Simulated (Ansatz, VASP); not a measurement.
# GdB in VASP and in Ansatz

INCAR

```
ALGO = Normal
EDIFF = 1E-6
ENCUT = 520
GGA = PS
ISIF = 2
ISMEAR = 0
ISPIN = 2
LASPH = True
LCHARG = False
LMAXMIX = 6
LORBIT = 11
LREAL = False
LWAVE = False
MAGMOM = 7.81 0
NBANDS = 22
NELM = 150
PREC = Accurate
SIGMA = 0.05
```

Contents of KPOINTS:

```
k-points
0
Gamma
  10 10 10
```

POSCAR

```
GdB
1.0
    0.0000000000      2.6189264761      2.6189264761
    2.6189264761      0.0000000000      2.6189264761
    2.6189264761      2.6189264761      0.0000000000
Gd B
1 1
Direct
    0.5000000000      0.5000000000      0.5000000000
    0.0000000000      0.0000000000      0.0000000000
```

Input for Ansatz:

```yaml
crystal:
  lattice:
    - [0.0, 2.6189264761, 2.6189264761]
    - [2.6189264761, 0.0, 2.6189264761]
    - [2.6189264761, 2.6189264761, 0.0]
  atoms:
    - { symbol: Gd, position: [0.5, 0.5, 0.5], spin: 7.81 }
    - { symbol: B, position: [0.0, 0.0, 0.0] }
basis:
  ecutwfc: 420
  ecutrho_ratio: 4
kpoints:
  mp_grid: { grid: [10, 10, 10] }
hamiltonian:
  xc: pbesol
scf:
  occupations: { method: gaussian, width: 0.05 }
output:
  forces: true
  stress: true
  eigenvalues: true
  populations: true
magnetization:
  spin_polarized: true
```

Alike in both runs: task single point; functional PBEsol; k mesh 10 × 10 × 10; occupations gaussian, width 0.05 eV; collinear spin.

```csv
,VASP,Ansatz
version,VASP 6.6.1,Ansatz 0.2.0
potentials or method,"VASP PAW PBE potentials, release 64 (Gd, B), cutoff 520 eV","scalar-relativistic, plane waves, PAW"
valence electrons in the cell,21,21
```

|  | VASP | Ansatz | Ansatz less VASP |
| --- | --- | --- | --- |
| gap on the k mesh at the Fermi level (eV) | none | none | - |
| pressure (GPa) | 3.2 | 3.2 | -0.01 |
| net moment per atom (μB) | 4.12 | 4.12 | +0.003 |
| size of the moment on the site where the two differ most (μB) | 0.26 | 0.43 | +0.176 |

VASP's potentials were made for PBE, not for PBEsol. Site moments also hang on the region over which each program counts them. A gap of «none» marks a metal or a gap that the smearing closes. With one functional, cell and mesh, what is left measures potentials, basis and numerics. Ansatz's warnings: given moment on shells.

Neither program's run includes spin-orbit coupling.
